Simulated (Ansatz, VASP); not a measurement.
**GaP4 in VASP and in Ansatz**

```
Ga P
1.0
     2.29815   -3.55543    0.00000
     2.29815    3.55543    0.00000
     0.00000    0.00000    6.42095
Ga P
1 4
Direct
  0.50000 0.50000 0.00000
  0.79537 0.20463 0.67740
  0.20463 0.79537 0.67740
  0.20463 0.79537 0.32260
  0.79537 0.20463 0.32260
```

Alike in both runs: task relaxation of cell and atoms; functional PBE; k mesh 4 × 4 × 4; occupations gaussian, width 0.1 eV; no spin polarisation.

|  | VASP | Ansatz |
| --- | --- | --- |
| version | VASP 6.6.1 | Ansatz 0.2.0 |
| potentials or method | VASP PAW PBE potentials, release 64 (Ga_d, P), cutoff 600 eV | scalar-relativistic, plane waves, PAW |
| valence electrons in the cell | 33 | 33 |

Ansatz gave:

* gap on the k mesh at the Fermi level, each at its own relaxed structure (eV): none
* relaxed volume (Å³/atom): 18.93
* relaxed cell length with the largest relative difference (Å): 4.232

Question: Estimate VASP's values.

Answer: gap on the k mesh at the Fermi level, each at its own relaxed structure (eV): none; relaxed volume (Å³/atom): 19.14; relaxed cell length with the largest relative difference (Å): 4.287.

A gap of «none» marks a metal or a gap that the smearing closes.

The k mesh is coarse, so the values compare programs but aren't converged.
